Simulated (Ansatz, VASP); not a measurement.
One calculation of TiRuN2, two programs

```xyz
8
Lattice="3.0546 0.0000 0.0000 -1.5273 2.6454 0.0000 0.0000 0.0000 9.7965" Properties=species:S:1:pos:R:3 pbc="T T T"
Ti    0.0000    0.0000    0.0000
Ti    0.0000    0.0000    4.8982
Ru    0.0000    1.7636    7.3474
Ru    1.5273    0.8818    2.4491
N     0.0000    1.7636    1.1555
N     1.5273    0.8818    8.6410
N     1.5273    0.8818    6.0537
N     0.0000    1.7636    3.7428
```

Alike in both runs: functional PBE; k mesh 5 × 5 × 1; occupations gaussian, width 0.15 eV; collinear spin.

Ansatz relaxed the structure, and its values are those at the end. VASP's run is a single point on that final structure, the one shown.

|  | VASP | Ansatz |
| --- | --- | --- |
| version | VASP 6.6.1 | Ansatz 0.2.0 |
| potentials or method | VASP PAW PBE potentials, release 64 (Ti_sv, Ru_pv, N), cutoff 520 eV | scalar-relativistic, plane waves, PAW |
| valence electrons in the cell | 72 | 76 |

|  | VASP | Ansatz | Ansatz less VASP |
| --- | --- | --- | --- |
| gap on the k mesh at the Fermi level (eV) | none | none | - |
| pressure (GPa) | 0.1 | -0.1 | -0.24 |
| rms of the force components (eV/Å) | 0.015 | 0.006 | -0.0088 |
| net moment per atom (μB) | 0.00 | 0.00 | 0.000 |

A gap of «none» marks a metal or a gap that the smearing closes. VASP's potentials hold 72 valence electrons a cell and Ansatz's 76, so a difference there can come from the potentials and not from the codes. Ansatz's warnings: seeded moment not kept.

The k mesh is coarse, so the values compare programs but aren't converged.
